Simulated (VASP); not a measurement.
# BAs (Pmmm) in VASP: notebook

BAs is run at these levels: revPBE+D3(BJ), RPBE+D4; tasks: single point, relaxation of cell and atoms.

Program: VASP 6.6.1. These are calculated values, not measurements. Logs are shortened: lines on timing, memory, paths and dates and some standing lists are left out, and cuts for length are marked.

### Step 1. The cell of the first run

Symmetry: Pmmm, No. 47, orthorhombic system. The conventional cell has a = 2.410 Å, b = 2.748 Å, c = 4.338 Å, α = 90.00°, β = 90.00°, γ = 90.00°. B (site symmetry mmm) has 4 B at 2.41 to 2.75 Å and 4 As at 2.57 Å within 3.2 Å. Within 3.2 Å of As (site symmetry mmm) lie 4 As at 2.41 to 2.75 Å and 4 B at 2.57 Å.

### Step 2. Single point, revPBE+D3(BJ)

Contents of INCAR:

```
PREC = Accurate
ENCUT = 520
EDIFF = 1E-6
ISMEAR = -1
SIGMA = 0.05
LREAL = F
LASPH = T
NELM = 60
ALGO = Normal
ISIF = 2
LWAVE = F
LCHARG = F
GGA = RE
IVDW = 12
NBANDS = 11
```

Contents of KPOINTS:

```
Automatic mesh
0
Gamma
  12 8 6
```

Contents of POSCAR:

```
BAs
1.0
    2.7476780467      0.0000000000      0.0000000000
    0.0000000000      2.4095685709      0.0000000000
    0.0000000000      0.0000000000      4.3379760485
B As
1 1
Direct
    0.0000000000      0.5000000000      0.0000000000
    0.5000000000      0.5000000000      0.5000000000
```

Potentials or basis: VASP PAW PBE potentials, release 64 (B, As).

Started as:

```bash
$ cat potpaw_PBE.64/B/POTCAR potpaw_PBE.64/As/POTCAR > POTCAR
$ mpirun -np 1 vasp_std > vasp.out
```

OUTCAR:

```text
PREC = Accurate
   ENCUT = 520
   EDIFF = 1E-6
   ISMEAR = -1
   LREAL = F
   LASPH = T
   NELM = 60
   ISIF = 2
   GGA = RE
   IVDW = 12
 IVDW          = 12

 ion  position               nearest neighbor table
   1  0.000  0.500  0.000-
   2  0.500  0.500  0.500-

  LATTYP: Found a simple orthorhombic cell.
 ALAT       =     2.4095685709
 B/A-ratio  =     1.1403195078
 C/A-ratio  =     1.8003123467

  Lattice vectors:

 A1 = (   0.0000000000,  -2.4095685709,   0.0000000000)
 A2 = (   2.7476780467,   0.0000000000,   0.0000000000)
 A3 = (   0.0000000000,   0.0000000000,   4.3379760485)

Analysis of symmetry for initial positions (statically):
=====================================================================
 Subroutine PRICEL returns:
 Original cell was already a primitive cell.

 Routine SETGRP: Setting up the symmetry group for a
 simple orthorhombic supercell.

 Subroutine GETGRP returns: Found  8 space group operations
 (whereof  8 operations were pure point group operations)
 out of a pool of  8 trial point group operations.

The static configuration has the point symmetry D_2h.

Analysis of symmetry for dynamics (positions and initial velocities):
=====================================================================
 Subroutine PRICEL returns:
 Original cell was already a primitive cell.

 Routine SETGRP: Setting up the symmetry group for a
 simple orthorhombic supercell.

 Subroutine GETGRP returns: Found  8 space group operations
 (whereof  8 operations were pure point group operations)
 out of a pool of  8 trial point group operations.

The dynamic configuration has the point symmetry D_2h.

 Subroutine INISYM returns: Found  8 space group operations
 (whereof  8 operations are pure point group operations),
 and found     1 'primitive' translations

----------------------------------------------------------------------------------------

                                     Primitive cell

  volume of cell :      28.7205

  direct lattice vectors                    reciprocal lattice vectors
     2.747678047  0.000000000  0.000000000     0.363943658  0.000000000  0.000000000
     0.000000000  2.409568571  0.000000000     0.000000000  0.415012053  0.000000000
     0.000000000  0.000000000  4.337976048     0.000000000  0.000000000  0.230522250

  length of vectors
     2.747678047  2.409568571  4.337976048     0.363943658  0.415012053  0.230522250

  position of ions in fractional coordinates (direct lattice)
     0.000000000  0.500000000  0.000000000
     0.500000000  0.500000000  0.500000000

  ion indices of the primitive-cell ions
   primitive index   ion index
                 1           1
                 2           2

----------------------------------------------------------------------------------------

 KPOINTS: Automatic mesh

Automatic generation of k-mesh.
 Grid dimensions read from file:
 generate k-points for:   12    8    6

 Generating k-lattice:

  Cartesian coordinates                     Fractional coordinates (reciprocal lattice)
     0.030328638  0.000000000  0.000000000     0.083333333  0.000000000  0.000000000
     0.000000000  0.051876507  0.000000000     0.000000000  0.125000000  0.000000000
     0.000000000  0.000000000  0.038420375     0.000000000  0.000000000  0.166666667

  Length of vectors
     0.030328638  0.051876507  0.038420375

  Shift w.r.t. Gamma in fractional coordinates (k-lattice)
     0.000000000  0.000000000  0.000000000

 Subroutine IBZKPT returns following result:
 ===========================================

 Found    140 irreducible k-points:

 Following reciprocal coordinates:
            Coordinates               Weight
  0.000000  0.000000  0.000000      1.000000
  0.083333  0.000000  0.000000      2.000000
  0.166667  0.000000  0.000000      2.000000
  0.250000  0.000000  0.000000      2.000000
  0.333333  0.000000  0.000000      2.000000
  0.416667  0.000000  0.000000      2.000000
[... 16 lines left out ...]
  0.083333  0.375000  0.000000      4.000000
  0.166667  0.375000  0.000000      4.000000
 [... further k-points ...]
   k-points           NKPTS =    140   k-points in BZ     NKDIM =    140   number of bands    NBANDS=     11
   number of dos      NEDOS =    301   number of ions     NIONS =      2
   total plane-waves  NPLWV =  11520
   dimension x,y,z NGX =    20 NGY =   18 NGZ =   32
   dimension x,y,z NGXF=    40 NGYF=   36 NGZF=   64
   ions per type =               1   1
   NGX,Y,Z   is equivalent  to a cutoff of  12.10, 12.42, 12.26 a.u.
   NGXF,Y,Z  is equivalent  to a cutoff of  24.20, 24.84, 24.53 a.u.
 SYSTEM =  unknown system
   PREC   = accura    normal or accurate (medium, high low for compatibility)
   ISTART =      0    job   : 0-new  1-cont  2-samecut
   ICHARG =      2    charge: 1-file 2-atom 10-const
   ISPIN  =      1    spin polarized calculation?
   LNONCOLLINEAR =      F non collinear calculations
   LSORBIT =      F    spin-orbit coupling
   LASPH  =      T    aspherical Exc in radial PAW
   ENCUT  =  520.0 eV  38.22 Ry    6.18 a.u.   5.11  4.48  8.07*2*pi/ulx,y,z
   NELM   =     60;   NELMIN=  2; NELMDL= -5     # of ELM steps
   EDIFF  = 0.1E-05   stopping-criterion for ELM
   LREAL  =      F    real-space projection
   EDIFFG = 0.1E-04   stopping-criterion for IOM
   NSW    =      0    number of steps for IOM
   IBRION =     -1    ionic relax: 0-MD 1-quasi-New 2-CG
   NFREE  =      0    steps in history (QN), initial steepest desc. (CG)
   ISIF   =      2    stress and relaxation
   ISYM   =      2    0-nonsym 1-usesym 2-fastsym
   POTIM  = 0.5000    time-step for ionic-motion
   TEBEG  =    0.0;   TEEND  =   0.0 temperature during run
   PSTRESS=    0.0 pullay stress
   NELECT =       8.0000    total number of electrons
   NUPDOWN=      -1.0000    fix difference up-down
   EMIN   =  10.00;   EMAX   =-10.00  energy-range for DOS
   EFERMI =   0.00;   METHOD = LEGACY
   ISMEAR =    -1;   SIGMA  =   0.05  broadening in eV -4-tet -1-fermi 0-gaus
   EFERMI_NEDOS =   21; number of points for ismear=-14 and -15
   IALGO  =     38    algorithm
   IMIX   =      4    mixing-type and parameters
     AMIX     =   0.40;   BMIX     =  1.00
     AMIX_MAG =   1.60;   BMIX_MAG =  1.00
  volume/ion in A,a.u.               =      14.36        96.91
  Fermi-wavevector in a.u.,A,eV,Ry     =   1.069155  2.020410 15.552721  1.143093
  Thomas-Fermi vector in A             =   2.204826
   LORBIT       =      0    0 simple, 1 ext, 2 COOP (PROOUT), +10 PAW based schemes
   GGA     = RE    functional components
   LHFCALC =     F    Hartree Fock is set to
   AEXX    =    0.0000 exact exchange contribution
   IVDW    =    12    specifies the selected vdW correction
   LEPSILON=     F    determine dielectric tensor
   LRPA    =     F    only Hartree local field effects (RPA)
 non-spin polarized calculation
  energy-cutoff  :      520.00
  volume of cell :       28.72
 maximum number of plane-waves:       796
   NGX = 11   NGY =  9   NGZ = 17

 number of electron       8.0000000 magnetization

 Free energy of the ion-electron system (eV)
  ---------------------------------------------------
  ext. energy  EPLUGINS =         0.00000000
  ---------------------------------------------------
  free energy    TOTEN  =        -7.87380391 eV

  energy without entropy =       -7.86846797  energy(sigma->0) =       -7.87113594

 E-fermi :   5.8433     XC(G=0): -10.7694

 val. band max:        5.8395877856   @ k =   0.3333   0.3750   0.3333
 cond. band min:       5.8703629778   @ k =   0.2500   0.2500   0.0000
 fundamental gap:      0.0307751922
 Fermi energy:         5.8433492177

 k-point     1 :       0.0000    0.0000    0.0000
  band No.  band energies     occupation
      1      -9.6225      2.00000
      2      -0.6354      2.00000
      3      -0.3349      2.00000
      4       7.9252      0.00000
      5      12.3891      0.00000
      6      12.6980      0.00000
      7      13.4063      0.00000
      8      13.5087      0.00000
      9      16.2671      0.00000
     10      18.3032      0.00000
     11      21.0359      0.00000

 k-point     2 :       0.0833    0.0000    0.0000
  band No.  band energies     occupation
      1      -9.4971      2.00000
      2      -0.5508      2.00000
      3      -0.2000      2.00000
      4       6.7403      0.00000
      5      11.6104      0.00000
      6      12.7869      0.00000
      7      12.8808      0.00000
      8      15.0470      0.00000
      9      16.3129      0.00000
     10      18.5945      0.00000
     11      20.7210      0.00000

 k-point     3 :       0.1667    0.0000    0.0000
  band No.  band energies     occupation
      1      -9.1239      2.00000
      2      -0.3289      2.00000
      3       0.2033      2.00000
      4       4.6088      2.00000
      5      10.1334      0.00000
      6      11.5130      0.00000
      7      13.0430      0.00000
      8      16.4363      0.00000
      9      17.7372      0.00000
     10      19.2936      0.00000
     11      20.4788      0.00000

 k-point     4 :       0.2500    0.0000    0.0000
  band No.  band energies     occupation
      1      -8.5157      2.00000
      2      -0.1802      2.00000
      3       0.8705      2.00000
      4       2.7252      2.00000
      5       8.4361      0.00000
      6       9.7322      0.00000
      7      13.4310      0.00000
      8      16.5963      0.00000
      9      19.6430      0.00000
     10      20.6381      0.00000
     11      21.0527      0.00000
[... 239 lines left out ...]
 k-point    22 :       0.0000    0.3750    0.0000
  band No.  band energies     occupation
      1      -6.2161      2.00000
      2       0.7518      2.00000
      3       2.2683      2.00000
      4       2.4343      2.00000
      5       7.2456      0.00000
      6      10.2864      0.00000
      7      12.2112      0.00000
      8      14.4567      0.00000
      9      15.5587      0.00000
     10      17.0933      0.00000
     11      21.3640      0.00000

 k-point    23 :       0.0833    0.3750    0.0000
  band No.  band energies     occupation
      1      -6.0909      2.00000
      2       0.8653      2.00000
      3       2.3488      2.00000
      4       2.5678      2.00000
      5       7.2819      0.00000
      6       9.3959      0.00000
      7      12.3235      0.00000
      8      13.7410      0.00000
      9      15.1233      0.00000
     10      18.1292      0.00000
     11      19.7676      0.00000

 k-point    24 :       0.1667    0.3750    0.0000
  band No.  band energies     occupation
      1      -5.7182      2.00000
      2       1.1957      2.00000
      3       2.5665      2.00000
      4       2.9671      2.00000
      5       7.1368      0.00000
      6       7.7984      0.00000
      7      12.4631      0.00000
      8      12.5924      0.00000
      9      14.0275      0.00000
     10      16.8017      0.00000
     11      20.7770      0.00000

 [... further k-points ...]

------------------------ aborting loop because EDIFF is reached ----------------------------------------

 Edisp (eV)   -1.45342

 E8    (eV) :    -0.9693

  FORCE on cell =-STRESS in cart. coord.  units (eV):
  Direction    XX          YY          ZZ          XY          YZ          ZX
  --------------------------------------------------------------------------------------
  -------------------------------------------------------------------------------------
  Total       0.02282     0.08171     0.01462    -0.00000     0.00000     0.00000
  in kB       1.27282     4.55827     0.81562    -0.00000     0.00000     0.00000
  external pressure =        2.22 kB  Pullay stress =        0.00 kB

 VOLUME and BASIS-vectors are now :
 -----------------------------------------------------------------------------
  energy-cutoff  :      520.00
  volume of cell :       28.72
      direct lattice vectors                 reciprocal lattice vectors
     2.747678047  0.000000000  0.000000000     0.363943658  0.000000000  0.000000000
     0.000000000  2.409568571  0.000000000     0.000000000  0.415012053  0.000000000
     0.000000000  0.000000000  4.337976048     0.000000000  0.000000000  0.230522250

 POSITION                                       TOTAL-FORCE (eV/Angst)
 -----------------------------------------------------------------------------------
      0.00000      1.20478      0.00000         0.000000      0.000000      0.000000
      1.37384      1.20478      2.16899         0.000000      0.000000      0.000000
 -----------------------------------------------------------------------------------
    total drift:                                0.000000     -0.000000      0.000000

  FREE ENERGIE OF THE ION-ELECTRON SYSTEM (eV)
  ---------------------------------------------------
  free  energy   TOTEN  =        -9.3272190621 eV

  energy  without entropy=       -9.3218831219  energy(sigma->0) =       -9.32455109
```

Wall time 10 s (1 thread of Intel Xeon 6975P-C (Granite Rapids), shared host); peak memory 0.17 GiB.

What came out:

```yaml
Free_energy: -9.3272 eV
Pressure: 0.2 GPa
Band_gap_on_the_k_mesh: zero (band 4 reaches 8.99 eV, above the bottom of band 5 at 4.02 eV)
Dispersion_energy_per_atom: -0.727 eV
```

Stress tensor (GPa, compression positive):
```
0.13 0.00 0.00
0.00 0.46 0.00
0.00 0.00 0.08
```

Caveat: the PAW data sets were made with another functional, which shifts forces and pressure a little; pairwise dispersion overbinds metals, which lowers pressure and volume.

### Step 3. Relaxation of cell and atoms, RPBE+D4

This run uses another cell than the first one, of 16.72 Å³/atom, 1.164 times its volume.

Contents of INCAR:

```
PREC = Accurate
ENCUT = 600
EDIFF = 1E-6
ISMEAR = -1
SIGMA = 0.05
LREAL = F
LASPH = T
NELM = 100
ALGO = Normal
ISIF = 3
LWAVE = F
LCHARG = F
GGA = RP
IVDW = 13
IBRION = 2
NSW = 60
EDIFFG = -0.01
```

Contents of KPOINTS:

```
regular mesh
0
Gamma
  12 8 6
```

Contents of POSCAR:

```
BAs
1.0
    2.1275493300      0.0000000000      0.0000000000
    0.0000000000      3.1740629400      0.0000000000
    0.0000000000      0.0000000000      4.9509801800
B As
1 1
Direct
    0.0000000000      0.5000000000      0.0000000000
    0.5000000000      0.5000000000      0.5000000000
```

Potentials or basis: VASP PAW PBE potentials, release 64 (B, As).

Started as:

```bash
$ cat potpaw_PBE.64/B/POTCAR potpaw_PBE.64/As/POTCAR > POTCAR
$ mpirun -np 1 vasp_std > vasp.out
```

It took 4.3 min on 1 thread of Intel Xeon 6975P-C (Granite Rapids), shared host; peak memory 0.2 GiB.

The run converged. Its results:

| Property | Result |
| --- | --- |
| Free energy | -10.3767 eV |
| Relaxed volume | 12.33 Å³/atom |
| Relaxed cell | a = 3.114 Å, b = 2.532 Å, c = 3.128 Å, α = 90.00°, β = 90.00°, γ = 90.00° |
| Space group after relaxing (to 0.05 Å) | P4/mmm (No. 123) |
| Energy gained by relaxing | 1255.4 meV/atom |
| Ionic steps | 21 |
| Pressure after relaxing | 0.0 GPa |
| Band gap on the k mesh | zero (band 4 reaches 9.70 eV, above the bottom of band 5 at 4.40 eV) |
| Dispersion energy per atom | -0.898 eV |

Step by step:
```
step  energy change (eV)  largest force (eV/Å)  pressure (GPa)  volume (Å³)
   1              0.0000                0.0000            0.84        33.43
   2             -0.8011                0.0000           -5.25        33.43
   3             -1.0571                0.0000          -14.15        33.13
   4             -1.4500                0.0000          -19.55        32.01
   5             -1.8803                0.0000          -11.53        26.94
   6             -1.6348                0.0000           32.00        21.23
   7             -2.0196                0.0000           -3.67        25.12
   8             -2.0357                0.0000            4.87        24.20
   9             -2.0363                0.0000            0.32        24.55
  10             -2.2970                0.0000           10.87        23.02
  11             -2.3220                0.0000           18.02        21.91
  12             -2.3409                0.0000           13.71        22.40
  13             -2.4928                0.0000            3.22        24.18
  14             -2.4938                0.0000            3.81        24.06
  15             -2.5105                0.0000           -0.66        24.76
  16             -2.5107                0.0000           -0.26        24.70
  17             -2.5107                0.0000           -0.17        24.68
  18             -2.5108                0.0000            0.13        24.64
  19             -2.5108                0.0000            0.12        24.65
  20             -2.5108                0.0000            0.12        24.65
  21             -2.5108                0.0000           -0.01        24.67
```

Final structure:
```
B As
1.0
     3.11410    0.00000    0.00000
     0.00000    2.53231    0.00000
     0.00000    0.00000    3.12785
B As
1 1
Direct
  0.00000 0.50000 0.00000
  0.50000 0.50000 0.50000
```

Levels at points of the mesh, in eV from the Fermi level:
| k point | band 2 | band 3 | band 4 | band 5 | band 6 | band 7 |
| --- | --- | --- | --- | --- | --- | --- |
| (0.00, 0.00, 0.00) | -3.33 | -3.23 | -1.60 | 3.71 | 4.18 | 9.26 |
| (0.50, 0.00, 0.00) | -10.81 | 0.54 | 0.58 | 2.40 | 4.30 | 6.21 |
| (0.00, 0.50, 0.00) | -8.35 | -0.97 | -0.87 | 1.74 | 3.53 | 7.80 |
| (0.50, 0.50, 0.00) | -7.39 | -5.86 | -3.38 | 2.41 | 3.50 | 6.14 |
| (0.00, 0.00, 0.50) | -10.83 | 0.62 | 0.64 | 2.48 | 4.41 | 6.20 |
| (0.50, 0.00, 0.50) | -8.04 | -8.02 | -6.80 | 6.92 | 8.84 | 11.98 |
| (0.00, 0.50, 0.50) | -7.41 | -5.89 | -3.40 | 2.46 | 3.57 | 6.23 |
| (0.50, 0.50, 0.50) | -5.29 | -5.28 | -4.51 | -3.06 | -1.62 | 3.33 |

Caveat: the volume moved by over 15 % at a fixed basis, so the end points are rough; the PAW data sets were made with another functional, which shifts forces and pressure a little.
